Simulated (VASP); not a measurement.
Runs of VASP 6.6.1 on PbS. The structure is that of space group Fm-3m (No. 225), or close to it. The cells are those of the table. 

```csv
cell,gap on the mesh (eV),pressure (GPa)
"atoms relaxed from a = 4.281 Å, angles 60.0°, 2 atoms",(b),-2.1
"atoms relaxed from a = 4.168 Å, angles 60.0°, 2 atoms",0.55,2.5
"atoms relaxed from a = 4.254 Å, angles 60.0°, 2 atoms",0.77,-1.2
"atoms relaxed from a = 4.197 Å, angles 60.0°, 2 atoms",(a),1.2
"atoms relaxed from a = 4.226 Å, angles 60.0°, 2 atoms",0.70,-0.1
"atoms relaxed from a = 4.308 Å, angles 60.0°, 2 atoms",0.90,-3.0
"atoms relaxed from a = 4.139 Å, angles 60.0°, 2 atoms",0.46,4.0
```

Alike in all rows: task relaxation of the atoms; level r2SCAN; potentials or basis VASP PAW PBE potentials, release 64 (Pb_d, S); no spin polarisation; k mesh 8 × 8 × 8; cutoff (eV) 520; smearing fermi-dirac 0.02 eV.

Question: Fill in the values left out.

Answer: (a) 0.63; (b) 0.84.

Caveats: the relaxation stopped at its first step, so nothing moved; the PAW data sets were made with another functional, which shifts forces and pressure a little; spin-orbit coupling is left out, which moves the levels of the heavy elements.

A k mesh can miss the band edges, and the runs leave out spin-orbit coupling on Pb.
